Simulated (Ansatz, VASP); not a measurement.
## Fe in VASP and in Ansatz

INCAR

```
ALGO = Normal ; EDIFF = 1E-6
EDIFFG = -0.01 ; ENCUT = 600
IBRION = 2 ; ISIF = 3
ISMEAR = -1 ; LASPH = True
LCHARG = False ; LREAL = False
LWAVE = False ; NELM = 100
NSW = 80 ; PREC = Accurate
SIGMA = 0.1
```

File KPOINTS:

```
k-points
0
Gamma
  9 9 13
```

File POSCAR:

```
Fe
1.0
    4.0524593180      0.0000000000      0.0000000000
   -2.0262296590      3.5095327172      0.0000000000
    0.0000000000      0.0000000000      2.4841575619
Fe
3
Direct
    0.0000000000      0.0000000000      0.0000000000
    0.3333333333      0.6666666667      0.5000000000
    0.6666666667      0.3333333333      0.5000000000
```

Input for Ansatz:

```yaml
crystal:
  lattice:
    - [4.052459318, 0.0, 0.0]
    - [-2.026229659, 3.5095327172, 0.0]
    - [0.0, 0.0, 2.4841575619]
  atoms:
    - { symbol: Fe, position: [0.0, 0.0, 0.0] }
    - { symbol: Fe, position: [0.3333333333, 0.6666666667, 0.5] }
    - { symbol: Fe, position: [0.6666666667, 0.3333333333, 0.5] }
hamiltonian:
  xc: lda
  pseudopotentials:
    kind: paw
    azcp:
      Fe: "pseudopotentials/Fe.paw.azcp"
basis:
  ecutwfc: 420
  fft_grid_basis: typed
kpoints:
  mp_grid: { grid: [9, 9, 13], shift: [0, 0, 0] }
magnetization:
  spin_polarized: false
scf:
  occupations: { method: fermi_dirac, width: 0.1 }
relax:
  max_steps: 60
  f_tol: 0.01
  cell: {}
```

Alike in both runs: task relaxation of cell and atoms; functional LDA; k mesh 9 × 9 × 13; occupations fermi-dirac, width 0.1 eV; no spin polarisation.

|  | VASP | Ansatz |
| --- | --- | --- |
| version | VASP 6.6.1 | Ansatz 0.2.0 |
| potentials or method | VASP PAW LDA potentials, release 64 (Fe), cutoff 600 eV | plane waves (420 eV) with PAW, scalar-relativistic |
| valence electrons in the cell | 24 | 48 |

|  | VASP | Ansatz | Ansatz less VASP |
| --- | --- | --- | --- |
| relaxed volume (Å³/atom) | 9.73 | 9.75 | +0.015 |
| relaxed cell length with the largest relative difference (Å) | 3.771 | 3.773 | +0.0024 |

Ansatz warns that its potentials were made for another functional, while VASP's fit it. LDA's correlation is that of Perdew and Zunger in VASP and of Perdew and Wang (1992) in Ansatz. VASP's potentials hold 24 valence electrons a cell and Ansatz's 48, so a difference there can come from the potentials and not from the codes.

Noted on VASP's run: the volume moved by over 15 % at a fixed basis, so the end points are rough.
